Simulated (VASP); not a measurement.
TaN, 6 atoms in the cell. Symmetry: P6/mmm, No. 191, hexagonal system. Conventional cell: a = 5.063 Å, b = 5.063 Å, c = 2.927 Å, α = 90.00°, β = 90.00°, γ = 120.00°. Within 3.3 Å of Ta (site symmetry 6/mmm) lie 6 N at 2.53 Å and 14 Ta at 2.93 to 3.27 Å. Ta (site symmetry -6m2) has 6 N at 2.07 Å within 2.7 Å. N (site symmetry mmm) has 6 Ta at 2.07 to 2.53 Å and 4 N at 2.53 Å within 2.7 Å.  This cell differs from its parent crystal: strained.

```yaml
Program: VASP 6.6.1
Task: single point
Functional: r2SCAN
Potentials_or_basis: VASP PAW PBE potentials, release 64 (Ta_pv, N)
Cutoff: 660 eV
k_mesh: 9 × 9 × 12
Occupations: gaussian, width 0.1 eV
Spin: no spin polarisation
Dipole_correction: no
Further_INCAR_settings: ALGO = Normal; EDIFF = 1e-06; NBANDS = 33
```

Potentials or basis: VASP PAW PBE potentials, release 64 (Ta_pv, N).

Launch:

```bash
$ cat potpaw_PBE.64/Ta_pv/POTCAR potpaw_PBE.64/N/POTCAR > POTCAR
$ cp INCAR.step1 INCAR
$ mpirun -np 1 vasp_std > vasp.out
$ cp INCAR.step2 INCAR
$ mpirun -np 1 vasp_std > vasp.out
```

Hardware: 1 thread of Oxide Virtual Turin-like Processor, with other jobs on the host.

Problem. How long does it take, and how much memory?

Solution. It took 24 min on 1 thread of Oxide Virtual Turin-like Processor, with other jobs on the host, peak memory 0.32 GiB. Counts: k points 84.
